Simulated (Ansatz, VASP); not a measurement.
One calculation of AlN, two programs

The input INCAR:

```
PREC = Accurate
ENCUT = 520
EDIFF = 1E-6
ISMEAR = 0
SIGMA = 0.05
LREAL = False
LASPH = True
NELM = 80
ALGO = Normal
ISIF = 2
LWAVE = False
LCHARG = False
NBANDS = 16
```

KPOINTS

```
regular mesh
0
Gamma
  9 9 6
```

POSCAR

```
AlN
1.0
    3.0115238416      0.0000000000      0.0000000000
   -1.5057619208      2.6080561509      0.0000000000
    0.0000000000      0.0000000000      4.8201746025
Al N
2 2
Direct
    0.3461934859      0.6923869718      0.0015212672
    0.6538065141      0.3076130282      0.5015212672
    0.3218578045      0.6437156091      0.3834787328
    0.6781421955      0.3562843909      0.8834787328
```

Input for Ansatz:

```yaml
crystal:
  lattice:
    - [3.0115238416, 0.0, 0.0]
    - [-1.5057619208, 2.6080561509, 0.0]
    - [0.0, 0.0, 4.8201746025]
  atoms:
    - { symbol: Al, position: [0.3461934859, 0.6923869718, 0.0015212672] }
    - { symbol: Al, position: [0.6538065141, 0.3076130282, 0.5015212672] }
    - { symbol: "N", position: [0.3218578045, 0.6437156091, 0.3834787328] }
    - { symbol: "N", position: [0.6781421955, 0.3562843909, 0.8834787328] }
basis:
  ecutwfc: 520.0
kpoints:
  mp_grid: { grid: [9, 9, 6] }
hamiltonian:
  xc: lda
scf:
  occupations: { method: gaussian, width: 0.05 }
output:
  forces: true
  stress: true
  eigenvalues: true
```

Change from the starting cell: mode 5 frozen in at +0.069 Å, equal normal strain along x, y and z -0.0250.

Alike in both runs: task single point; functional LDA; k mesh 9 × 9 × 6; occupations gaussian, width 0.05 eV; no spin polarisation.

```csv
,VASP,Ansatz
version,VASP 6.6.1,Ansatz 0.2.0
potentials or method,"VASP PAW LDA potentials, release 64 (Al, N), cutoff 520 eV","scalar-relativistic, plane waves, PAW"
valence electrons in the cell,16,16
```

|  | VASP | Ansatz | Ansatz less VASP |
| --- | --- | --- | --- |
| gap on the k mesh at the Fermi level (eV) | 4.87 | 4.90 | +0.025 |
| least direct gap on the mesh (eV) | 5.06 | 5.05 | -0.007 |
| pressure (GPa) | 19.3 | 18.4 | -0.91 |
| traceless stress, the component that is largest in VASP (GPa) | -0.85 | -0.79 | +0.058 |
| rms of the force components (eV/Å) | 0.181 | 0.181 | 0.0000 |

LDA's correlation is that of Perdew and Zunger in VASP and of Perdew and Wang (1992) in Ansatz. Atom by atom the forces differ by 0.002 eV/Å (rms over components).
